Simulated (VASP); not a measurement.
# Be2C (Fm-3m) in VASP: further runs

The runs below take Be2C through single point, with r2SCAN.

Program: VASP 6.6.1. These are calculated values, not measurements. Logs are shortened: lines on timing, memory, paths and dates and some standing lists are left out, and cuts for length are marked.

## (1) The cell of the first run

Symmetry: Fm-3m, No. 225, cubic system. The conventional cell has a = 4.321 Å, b = 4.321 Å, c = 4.321 Å, α = 90.00°, β = 90.00°, γ = 90.00°. Be (site symmetry -43m) has 4 C at 1.87 Å and 6 Be at 2.16 Å within 2.5 Å. C (site symmetry m-3m) has 8 Be at 1.87 Å within 2.5 Å.

## (2) Single point, r2SCAN

The input, POSCAR:

```
Be2C
1.0
    0.0000000000      2.1604856485      2.1604856485
    2.1604856485      0.0000000000      2.1604856485
    2.1604856485      2.1604856485      0.0000000000
Be C
2 1
Direct
    0.7500000000      0.7500000000      0.7500000000
    0.2500000000      0.2500000000      0.2500000000
    0.0000000000      0.0000000000      0.0000000000
```

The input, INCAR.step1:

```
SYSTEM = Be2C
PREC = Accurate
ENCUT = 660
ISMEAR = 0
SIGMA = 0.01
LREAL = .FALSE.
LASPH = .TRUE.
NELM = 120
NBANDS = 11
GGA = PE
ALGO = Normal
EDIFF = 1E-5
LWAVE = .TRUE.
LCHARG = .FALSE.
GGA_COMPAT = .FALSE.
```

The input, INCAR.step2:

```
SYSTEM = Be2C
PREC = Accurate
ENCUT = 660
EDIFF = 1E-6
ISMEAR = 0
SIGMA = 0.01
LREAL = .FALSE.
LASPH = .TRUE.
NELM = 120
ALGO = Normal
ISIF = 2
LWAVE = .FALSE.
LCHARG = .TRUE.
METAGGA = R2SCAN
LMIXTAU = .TRUE.
LELF = .TRUE.
LVHAR = .TRUE.
NBANDS = 11
ISTART = 1
GGA_COMPAT = .FALSE.
```

The input, KPOINTS:

```
regular mesh
0
G
  8 8 8
  0 0 0
```

Potentials or basis: VASP PAW PBE potentials, release 64 (Be, C).

Command:

```bash
cat potpaw_PBE.64/Be/POTCAR potpaw_PBE.64/C/POTCAR > POTCAR
cp INCAR.step1 INCAR
mpirun -np 1 vasp_std > vasp.out
cp INCAR.step2 INCAR
mpirun -np 1 vasp_std > vasp.out
```

OUTCAR:

```text
SYSTEM = Be2C
   PREC = Accurate
   ENCUT = 660
   EDIFF = 1E-6
   ISMEAR = 0
   LREAL = .FALSE.
   LASPH = .TRUE.
   NELM = 120
   ISIF = 2
   METAGGA = R2SCAN
   ISTART = 1

 ion  position               nearest neighbor table
   1  0.750  0.750  0.750-   3 1.87   3 1.87   3 1.87   3 1.87   2 2.16   2 2.16   2 2.16   2 2.16
                             2 2.16   2 2.16
   2  0.250  0.250  0.250-   3 1.87   3 1.87   3 1.87   3 1.87   1 2.16   1 2.16   1 2.16   1 2.16
                             1 2.16   1 2.16
   3  0.000  0.000  0.000-   1 1.87   1 1.87   1 1.87   1 1.87   2 1.87   2 1.87   2 1.87   2 1.87

  LATTYP: Found a face centered cubic cell.
 ALAT       =     4.3209712970

  Lattice vectors:

 A1 = (   0.0000000000,   2.1604856485,   2.1604856485)
 A2 = (   2.1604856485,   0.0000000000,   2.1604856485)
 A3 = (   2.1604856485,   2.1604856485,   0.0000000000)

Analysis of symmetry for initial positions (statically):
=====================================================================
 Subroutine PRICEL returns:
 Original cell was already a primitive cell.

 Routine SETGRP: Setting up the symmetry group for a
 face centered cubic supercell.

 Subroutine GETGRP returns: Found 48 space group operations
 (whereof 48 operations were pure point group operations)
 out of a pool of 48 trial point group operations.

The static configuration has the point symmetry O_h .

Analysis of symmetry for dynamics (positions and initial velocities):
=====================================================================
 Subroutine PRICEL returns:
 Original cell was already a primitive cell.

 Routine SETGRP: Setting up the symmetry group for a
 face centered cubic supercell.

 Subroutine GETGRP returns: Found 48 space group operations
 (whereof 48 operations were pure point group operations)
 out of a pool of 48 trial point group operations.

The dynamic configuration has the point symmetry O_h .

 Subroutine INISYM returns: Found 48 space group operations
 (whereof 48 operations are pure point group operations),
 and found     1 'primitive' translations

----------------------------------------------------------------------------------------

                                     Primitive cell

  volume of cell :      20.1690

  direct lattice vectors                    reciprocal lattice vectors
     0.000000000  2.160485648  2.160485648    -0.231429448  0.231429448  0.231429448
     2.160485648  0.000000000  2.160485648     0.231429448 -0.231429448  0.231429448
     2.160485648  2.160485648  0.000000000     0.231429448  0.231429448 -0.231429448

  length of vectors
[... 97 lines left out ...]
   EMIN   =  10.00;   EMAX   =-10.00  energy-range for DOS
   EFERMI =   0.00;   METHOD = LEGACY
   ISMEAR =     0;   SIGMA  =   0.01  broadening in eV -4-tet -1-fermi 0-gaus
   EFERMI_NEDOS =   21; number of points for ismear=-14 and -15
   IALGO  =     38    algorithm
   IMIX   =      4    mixing-type and parameters
     AMIX     =   0.40;   BMIX     =  1.00
     AMIX_MAG =   1.60;   BMIX_MAG =  1.00
  volume/ion in A,a.u.               =       6.72        45.37
  Fermi-wavevector in a.u.,A,eV,Ry     =   1.202846  2.273050 19.685440  1.446839
  Thomas-Fermi vector in A             =   2.338616
   LORBIT       =      0    0 simple, 1 ext, 2 COOP (PROOUT), +10 PAW based schemes
   METAGGA = R2SCAN    functional components
   LHFCALC =     F    Hartree Fock is set to
   AEXX    =    0.0000 exact exchange contribution
   IVDW    =     0    specifies the selected vdW correction
   LEPSILON=     F    determine dielectric tensor
   LRPA    =     F    only Hartree local field effects (RPA)
 non-spin polarized calculation
 Gauss-broadening in eV      SIGMA  =   0.01
  energy-cutoff  :      660.00
  volume of cell :       20.17
 maximum number of plane-waves:       791
 NGX is ok and might be reduce to    28
   NGX = 13   NGY = 13   NGZ = 13

 number of electron       8.0000000 magnetization

 Free energy of the ion-electron system (eV)
  ---------------------------------------------------
  ext. energy  EPLUGINS =         0.00000000
  ---------------------------------------------------
  free energy    TOTEN  =       -19.47549389 eV

  energy without entropy =      -19.47549389  energy(sigma->0) =      -19.47549389

 E-fermi :   7.8309     XC(G=0): -12.0467

 val. band max:        7.7698885448   @ k =   0.0000   0.0000   0.0000
 cond. band min:       9.2961841389   @ k =   0.5000   0.5000   0.0000
 fundamental gap:      1.5262955941
 Fermi energy:         7.8308912950

 k-point     1 :       0.0000    0.0000    0.0000
  band No.  band energies     occupation
      1      -8.2091      2.00000
      2       7.7699      2.00000
      3       7.7699      2.00000
      4       7.7699      2.00000
      5      12.3981      0.00000
      6      12.3981      0.00000
      7      12.3981      0.00000
      8      15.2338      0.00000
      9      22.1968      0.00000
     10      22.1968      0.00000
     11      22.1968      0.00000
[... 309 lines left out ...]
 k-point    24 :      -0.3750    0.2500    0.1250
  band No.  band energies     occupation
      1      -4.7619      2.00000
      2      -0.6166      2.00000
      3       3.4460      2.00000
      4       4.2484      2.00000
      5      13.4734      0.00000
      6      14.9714      0.00000
      7      18.3963      0.00000
      8      19.3243      0.00000
      9      20.8534      0.00000
     10      22.6767      0.00000
     11      26.6989      0.00000

 [... further k-points ...]

------------------------ aborting loop because EDIFF is reached ----------------------------------------

  FORCE on cell =-STRESS in cart. coord.  units (eV):
  Direction    XX          YY          ZZ          XY          YZ          ZX
  --------------------------------------------------------------------------------------
  -------------------------------------------------------------------------------------
  Total        0.0983175      0.0983175      0.0983175      0.0000000     -0.0000000      0.0000000
  in kB        7.8101099      7.8101099      7.8101099      0.0000000     -0.0000000      0.0000000
  external PRESSURE =       7.8101099 kB  Pullay stress =       0.0000000 kB

 VOLUME and BASIS-vectors are now :
 -----------------------------------------------------------------------------
  energy-cutoff  :      660.00
  volume of cell :       20.17
      direct lattice vectors                 reciprocal lattice vectors
     0.000000000  2.160485648  2.160485648    -0.231429448  0.231429448  0.231429448
     2.160485648  0.000000000  2.160485648     0.231429448 -0.231429448  0.231429448
     2.160485648  2.160485648  0.000000000     0.231429448  0.231429448 -0.231429448

 POSITION                                       TOTAL-FORCE (eV/Angst)
 -----------------------------------------------------------------------------------
      3.24073      3.24073      3.24073         0.000000      0.000000      0.000000
      1.08024      1.08024      1.08024        -0.000000     -0.000000     -0.000000
      0.00000      0.00000      0.00000         0.000000     -0.000000     -0.000000
 -----------------------------------------------------------------------------------
    total drift:                               -0.000000     -0.000000      0.000000

  FREE ENERGIE OF THE ION-ELECTRON SYSTEM (eV)
  ---------------------------------------------------
  free  energy   TOTEN  =       -19.4754938933 eV

  energy  without entropy=      -19.4754938933  energy(sigma->0) =      -19.47549389
```

OUTCAR.step1:

```text
SYSTEM = Be2C
   PREC = Accurate
   ENCUT = 660
   ISMEAR = 0
   LREAL = .FALSE.
   LASPH = .TRUE.
   NELM = 120
[... 562 lines left out ...]
      3.24073      3.24073      3.24073         0.000000      0.000000      0.000000
      1.08024      1.08024      1.08024        -0.000000     -0.000000     -0.000000
      0.00000      0.00000      0.00000         0.000000     -0.000000     -0.000000
 -----------------------------------------------------------------------------------
    total drift:                               -0.000000     -0.000000      0.000000

  FREE ENERGIE OF THE ION-ELECTRON SYSTEM (eV)
  ---------------------------------------------------
  free  energy   TOTEN  =       -17.4576837952 eV

  energy  without entropy=      -17.4576837952  energy(sigma->0) =      -17.45768380
```

It took 76 s on 1 thread of Intel Xeon 8259CL, shared host; peak memory 0.16 GiB.

What came out:

```
Free energy            : -19.4755 eV
Pressure               : 0.8 GPa
Band gap on the k mesh : 1.53 eV, indirect (least direct gap 4.63 eV)
```

Caveat: the PAW data sets were made with another functional, which shifts forces and pressure a little. r2SCAN opens gaps a little over a GGA but as a rule still falls short of measured ones.

## (3) Single point, r2SCAN (volume changed by +3%)

The input, POSCAR:

```
Be2C
1.0
    0.0000000000      2.1818779867      2.1818779867
    2.1818779867      0.0000000000      2.1818779867
    2.1818779867      2.1818779867      0.0000000000
Be C
2 1
Direct
    0.7500000000      0.7500000000      0.7500000000
    0.2500000000      0.2500000000      0.2500000000
    0.0000000000      0.0000000000      0.0000000000
```

The input, INCAR.step1:

```
SYSTEM = Be2C
PREC     = Accurate       ! precision mode
ENCUT    = 660            ! plane-wave cutoff, eV
ISMEAR   = 0              ! smearing method
SIGMA    = 0.01           ! smearing width, eV
LREAL    = .False.        ! projectors in reciprocal space
LASPH    = .True.         ! aspherical terms in the spheres
NELM     = 120            ! most SCF steps
NBANDS   = 11             ! bands
GGA      = PE             ! functional
ALGO     = Normal         ! electronic algorithm
EDIFF    = 1E-5           ! SCF threshold, eV
LWAVE    = .True.         ! write WAVECAR
LCHARG   = .False.        ! write CHGCAR
GGA_COMPAT= .False.
```

The input, INCAR.step2:

```
SYSTEM = Be2C
PREC     = Accurate       ! precision mode
ENCUT    = 660            ! plane-wave cutoff, eV
EDIFF    = 1E-6           ! SCF threshold, eV
ISMEAR   = 0              ! smearing method
SIGMA    = 0.01           ! smearing width, eV
LREAL    = .False.        ! projectors in reciprocal space
LASPH    = .True.         ! aspherical terms in the spheres
NELM     = 120            ! most SCF steps
ALGO     = Normal         ! electronic algorithm
ISIF     = 2              ! what is computed and relaxed
LWAVE    = .False.        ! write WAVECAR
LCHARG   = .False.        ! write CHGCAR
METAGGA  = R2SCAN         ! meta-GGA
LMIXTAU  = .True.       
NBANDS   = 11             ! bands
ISTART   = 1            
GGA_COMPAT= .False.
```

The input, KPOINTS:

```
regular mesh
0
Gamma
  8 8 8
  0 0 0
```

Potentials or basis: VASP PAW PBE potentials, release 64 (Be, C).

Command:

```bash
cat potpaw_PBE.64/Be/POTCAR potpaw_PBE.64/C/POTCAR > POTCAR
cp INCAR.step1 INCAR
mpirun -np 1 vasp_std > vasp.out
cp INCAR.step2 INCAR
mpirun -np 1 vasp_std > vasp.out
```

It took 79 s on 1 thread of Intel Xeon 8259CL, shared host; peak memory 0.16 GiB.

It converged, with:

```yaml
Free_energy: -19.4681 eV
Pressure: -5.0 GPa
Band_gap_on_the_k_mesh: 1.51 eV, indirect (least direct gap 4.57 eV)
```

Levels at points of the mesh, in eV from the valence-band top:
| k point | band 1 | band 2 | band 3 | band 4 | band 5 | band 6 | band 7 | band 8 |
| --- | --- | --- | --- | --- | --- | --- | --- | --- |
| (0.00, 0.00, 0.00) | -15.76 | 0.00 | 0.00 | 0.00 | 4.57 | 4.57 | 4.57 | 7.12 |
| (0.50, 0.00, 0.00) | -12.86 | -8.92 | -1.86 | -1.86 | 5.48 | 5.48 | 7.30 | 10.63 |
| (0.50, 0.50, 0.00) | -12.05 | -7.04 | -4.81 | -4.81 | 1.51 | 6.01 | 14.13 | 14.13 |

Caveat: the PAW data sets were made with another functional, which shifts forces and pressure a little.

[end of part 1 of 2]
